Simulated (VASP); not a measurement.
Wanted: the native input for a VASP 6.6.1 run.

* Task: single point
* Functional: RPBE
* Dispersion: D3(BJ)
* Potentials or basis: VASP PAW PBE potentials, release 64 (Sc_sv, Al)
* Cutoff: 520 eV
* k mesh: 7 × 7 × 7
* Occupations: fermi-dirac, width 0.05 eV
* Spin: no spin polarisation
* Dipole correction: no
* Further INCAR settings: ALGO = Normal; EDIFF = 1e-06; NBANDS = 18

The structure of ScAl3 lies in POSCAR:

```
ScAl3
1.0
    3.8291216338      0.0000000000      0.0000000000
    0.0000000000      3.8291216338      0.0000000000
    0.0000000000      0.0000000000      3.8291216338
Sc Al
1 3
Direct
    0.0000000000      0.0000000000      0.0000000000
    0.5000000000      0.5000000000      0.0000000000
    0.0000000000      0.5000000000      0.5000000000
    0.5000000000      0.0000000000      0.5000000000
```

One way to write it, as run:

INCAR

```
  PREC = Accurate
  ENCUT = 520
  EDIFF = 1E-6
  ISMEAR = -1
  SIGMA = 0.05
  LREAL = False
  LASPH = True
  NELM = 80
  ALGO = Normal
  ISIF = 2
  LWAVE = False
  LCHARG = False
  GGA = RP
  IVDW = 12
  NBANDS = 18
```

KPOINTS

```
Automatic mesh
0
Gamma
  7 7 7
```

Potentials or basis: VASP PAW PBE potentials, release 64 (Sc_sv, Al).

Command:

```bash
$ cat potpaw_PBE.64/Sc_sv/POTCAR potpaw_PBE.64/Al/POTCAR > POTCAR
$ mpirun -np 1 vasp_std > vasp.out
```

Results of the run:

```
Pressure                   : 0.0 GPa
Band gap on the k mesh     : zero (band 10 reaches 10.29 eV, above the bottom of band 11 at 6.39 eV)
Dispersion energy per atom : -2.594 eV
```

Caveat: the PAW data sets were made with another functional, which shifts forces and pressure a little; pairwise dispersion overbinds metals, which lowers pressure and volume.

Run time: 26 s on 1 thread of Intel Xeon 8259CL, on a shared host, peak memory 0.17 GiB.
